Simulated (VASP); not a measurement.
BaTiO3: single point with PBE+U

BaTiO3:

```
Ba Ti O
1.0
     3.96664    0.00000    0.00000
     0.02270    7.93324    0.00000
     0.01135    0.01132    3.96661
Ba Ti O
2 2 6
Direct
  0.00000 0.00000 0.00000
  0.00000 0.50000 0.00000
  0.48930 0.24465 0.48930
  0.48930 0.74465 0.48930
  0.51130 0.25565 0.02000
  0.51130 0.75565 0.02000
  0.02000 0.25565 0.51130
  0.02000 0.75565 0.51130
  0.51130 0.01000 0.51130
  0.51130 0.51000 0.51130
```

| Property | Result |
| --- | --- |
| Program | VASP 6.6.1 |
| Task | single point |
| Functional | PBE |
| Potentials or basis | VASP PAW PBE potentials, release 64 (Ba_sv, Ti_sv, O) |
| Cutoff | 520 eV |
| k mesh | 5 × 3 × 5 |
| Occupations | fermi-dirac, width 0.1 eV |
| Spin | collinear spin, zero start |
| Starting moments | [0.0, 0.0, 0.0, 0.0, 0.0, 0.0, 0.0, 0.0, 0.0, 0.0] μB |
| Hubbard terms | Ti d U = 5.34 eV |
| Dipole correction | no |
| Further INCAR settings | ALGO = Normal; EDIFF = 1e-06; NBANDS = 55 |

- Pressure: 17.2 GPa
- Largest force: 1.684 eV/Å
- Band gap on the k mesh: 3.04 eV
- Net moment: 0.00 μB per cell
- Valence electrons inside the program's atomic spheres: Ba 8.03; Ti 10.18; O 5.08

Forces on the atoms (eV/Å):
```
Ba   0.038  0.038  0.038
Ba   0.038  0.038  0.038
Ti   0.976  0.970  0.970
Ti   0.976  0.970  0.970
O    0.043  0.043 -1.098
O    0.043  0.043 -1.098
O   -1.098  0.046  0.046
O   -1.098  0.046  0.046
O    0.041 -1.097  0.044
O    0.041 -1.097  0.044
```

Stress tensor (GPa, compression positive):
```
17.17 -0.46 -0.46
-0.46 17.17 -0.45
-0.46 -0.45 17.17
```

Levels at points of the mesh, in eV from the valence-band top:
Spin up:
| k point | band 36 | band 37 | band 38 | band 39 | band 40 | band 41 | band 42 | band 43 | band 44 | band 45 |
| --- | --- | --- | --- | --- | --- | --- | --- | --- | --- | --- |
| (0.00, 0.00, 0.00) | -0.89 | -0.82 | -0.36 | -0.29 | -0.29 | 3.04 | 3.04 | 3.14 | 3.26 | 4.58 |
Spin down:
| k point | band 37 | band 38 | band 39 | band 40 | band 41 | band 42 | band 43 | band 44 |
| --- | --- | --- | --- | --- | --- | --- | --- | --- |
| (0.00, 0.00, 0.00) | -0.82 | -0.36 | -0.29 | -0.29 | 3.04 | 3.04 | 3.14 | 3.26 |

Eigenvalues of the final occupation matrices:
```
    site  spin  trace               eigenvalues
site 3 d     1   0.82  0.11 0.11 0.11 0.25 0.25
site 3 d     2   0.82  0.11 0.11 0.11 0.25 0.25
site 4 d     1   0.82  0.11 0.11 0.11 0.25 0.25
site 4 d     2   0.82  0.11 0.11 0.11 0.25 0.25
```

Run time: 3.3 min on 1 thread of AMD EPYC 9R45 96-Core Processor (Zen 5), on a shared host, peak memory 0.39 GiB.

Caveat: the cell stands under pressure; spin-orbit coupling is left out, which moves the levels of the heavy elements; forces of over 1 eV/Å act on the atoms, so gaps and moduli don't describe the material at rest. A k mesh can miss the band edges.
